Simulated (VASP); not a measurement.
# YN (Fm-3m) in VASP: further runs, part 2 of 2

VASP 6.6.1. Earlier steps stand in the parts before.

## 3. Single point, PBE

This run uses another cell than the first one, of 13.92 Å³/atom, 1.043 times its volume.

Input file INCAR:

```
PREC = Accurate ; ENCUT = 600
EDIFF = 1E-6 ; ISMEAR = 0
SIGMA = 0.01 ; LREAL = False
LASPH = True ; NELM = 120
ALGO = Normal ; ISIF = 2
LWAVE = False ; LCHARG = True
GGA = PE ; LELF = True
LVHAR = True ; NBANDS = 15
GGA_COMPAT = False
```

Input file KPOINTS:

```
Automatic mesh
0
Gamma
  8 8 8
```

Input file POSCAR:

```
YN
1.0
    0.0000000000      2.4055432573      2.4055432573
    2.4055432573      0.0000000000      2.4055432573
    2.4055432573      2.4055432573      0.0000000000
Y N
1 1
Direct
    0.0000000000      0.0000000000      0.0000000000
    0.5000000000      0.5000000000      0.5000000000
```

Potentials or basis: VASP PAW PBE potentials, release 64 (Y_sv, N).

The run is started by

```console
cat potpaw_PBE.64/Y_sv/POTCAR potpaw_PBE.64/N/POTCAR > POTCAR
mpirun -np 1 vasp_std > vasp.out
```

OUTCAR:

```text
PREC = Accurate
   ENCUT = 600
   EDIFF = 1E-6
   ISMEAR = 0
   LREAL = False
   LASPH = True
   NELM = 120
   ISIF = 2
   GGA = PE

 ion  position               nearest neighbor table
   1  0.000  0.000  0.000-   2 2.41   2 2.41   2 2.41   2 2.41   2 2.41   2 2.41
   2  0.500  0.500  0.500-   1 2.41   1 2.41   1 2.41   1 2.41   1 2.41   1 2.41

  LATTYP: Found a face centered cubic cell.
 ALAT       =     4.8110865146

  Lattice vectors:

 A1 = (   0.0000000000,   2.4055432573,   2.4055432573)
 A2 = (   2.4055432573,   0.0000000000,   2.4055432573)
 A3 = (   2.4055432573,   2.4055432573,   0.0000000000)

Analysis of symmetry for initial positions (statically):
=====================================================================
 Subroutine PRICEL returns:
 Original cell was already a primitive cell.

 Routine SETGRP: Setting up the symmetry group for a
 face centered cubic supercell.

 Subroutine GETGRP returns: Found 48 space group operations
 (whereof 48 operations were pure point group operations)
 out of a pool of 48 trial point group operations.

The static configuration has the point symmetry O_h .

Analysis of symmetry for dynamics (positions and initial velocities):
=====================================================================
 Subroutine PRICEL returns:
 Original cell was already a primitive cell.

 Routine SETGRP: Setting up the symmetry group for a
 face centered cubic supercell.

 Subroutine GETGRP returns: Found 48 space group operations
 (whereof 48 operations were pure point group operations)
 out of a pool of 48 trial point group operations.

The dynamic configuration has the point symmetry O_h .

 Subroutine INISYM returns: Found 48 space group operations
 (whereof 48 operations are pure point group operations),
 and found     1 'primitive' translations

----------------------------------------------------------------------------------------

                                     Primitive cell

  volume of cell :      27.8400

  direct lattice vectors                    reciprocal lattice vectors
[... 118 lines left out ...]
 non-spin polarized calculation
 Gauss-broadening in eV      SIGMA  =   0.01
  energy-cutoff  :      600.00
  volume of cell :       27.84
 maximum number of plane-waves:       950
   NGX = 13   NGY = 13   NGZ = 13

 number of electron      16.0000001 magnetization

 Free energy of the ion-electron system (eV)
  ---------------------------------------------------
  ext. energy  EPLUGINS =         0.00000000
  ---------------------------------------------------
  free energy    TOTEN  =       -18.17689976 eV

  energy without entropy =      -18.17689976  energy(sigma->0) =      -18.17689976

 E-fermi :   4.5058     XC(G=0): -11.4810

 val. band max:        4.4520628376   @ k =   0.0000   0.0000   0.0000
 cond. band min:       4.5476425266   @ k =   0.5000   0.5000   0.0000
 fundamental gap:      0.0955796891
 Fermi energy:         4.5058493197

 k-point     1 :       0.0000    0.0000    0.0000
  band No.  band energies     occupation
      1     -36.1811      2.00000
      2     -15.7793      2.00000
      3     -15.7793      2.00000
      4     -15.7793      2.00000
      5      -8.5862      2.00000
      6       4.4521      2.00000
      7       4.4521      2.00000
      8       4.4521      2.00000
      9       7.6604      0.00000
     10       7.6604      0.00000
     11       7.6604      0.00000
     12       9.0561      0.00000
     13       9.7623      0.00000
     14       9.7623      0.00000
[... 401 lines left out ...]
      2     -16.8859      2.00000
      3     -16.1852      2.00000
      4     -15.9848      2.00000
      5      -7.1198      2.00000
      6       1.1656      2.00000
      7       2.5115      2.00000
      8       2.5572      2.00000
      9       9.1182      0.00000
     10       9.4563      0.00000
     11      11.6434      0.00000
     12      12.9999      0.00000
     13      14.5593      0.00000
     14      15.8433      0.00000
     15      17.6790      0.00000

 [... further k-points ...]

------------------------ aborting loop because EDIFF is reached ----------------------------------------

  FORCE on cell =-STRESS in cart. coord.  units (eV):
  Direction    XX          YY          ZZ          XY          YZ          ZX
  --------------------------------------------------------------------------------------
  -------------------------------------------------------------------------------------
  Total        1.7925913      1.7925913      1.7925913      0.0000000      0.0000000     -0.0000000
  in kB      103.1626192    103.1626192    103.1626192      0.0000000      0.0000000     -0.0000000
  external PRESSURE =     103.1626192 kB  Pullay stress =       0.0000000 kB

 VOLUME and BASIS-vectors are now :
 -----------------------------------------------------------------------------
  energy-cutoff  :      600.00
  volume of cell :       27.84
      direct lattice vectors                 reciprocal lattice vectors
     0.000000000  2.405543257  2.405543257    -0.207853257  0.207853257  0.207853257
     2.405543257  0.000000000  2.405543257     0.207853257 -0.207853257  0.207853257
     2.405543257  2.405543257  0.000000000     0.207853257  0.207853257 -0.207853257

 POSITION                                       TOTAL-FORCE (eV/Angst)
 -----------------------------------------------------------------------------------
      0.00000      0.00000      0.00000         0.000000      0.000000     -0.000000
      2.40554      2.40554      2.40554         0.000000      0.000000      0.000000
 -----------------------------------------------------------------------------------
    total drift:                                0.000000      0.000000      0.000000

  FREE ENERGIE OF THE ION-ELECTRON SYSTEM (eV)
  ---------------------------------------------------
  free  energy   TOTEN  =       -18.1768997649 eV

  energy  without entropy=      -18.1768997648  energy(sigma->0) =      -18.17689976
```

stdout:

```text
POSCAR found type information on POSCAR Y N
 POSCAR found :  2 types and       2 ions
 scaLAPACK will be used
 LDA part: xc-table for (Slater+PW92), standard interpolation
 POSCAR, INCAR and KPOINTS ok, starting setup
 FFT: planning ... GRIDC
 FFT: planning ... GRID_SOFT
 FFT: planning ... GRID
 WAVECAR not read
 entering main loop
```

Run time: 34 s. Hardware: 1 thread of Intel Xeon 8259CL, shared host; peak memory 0.18 GiB.

Results:

```yaml
Free_energy: -18.1769 eV
Pressure: 10.3 GPa
Band_gap_on_the_k_mesh: 0.10 eV, indirect (least direct gap 0.44 eV)
```

Levels at points of the mesh, in eV from the valence-band top:
```
           k point  band 5  band 6  band 7  band 8  band 9  band 10  band 11  band 12
(0.00, 0.00, 0.00)  -13.04    0.00    0.00    0.00    3.21     3.21     3.21     4.60
(0.50, 0.00, 0.00)  -11.05   -4.22   -2.38   -2.38    5.95     6.66     6.66     7.04
(0.50, 0.50, 0.00)  -12.63   -1.40   -0.35   -0.35    0.10     7.16     7.73     8.30
```

A k mesh can miss the band edges.
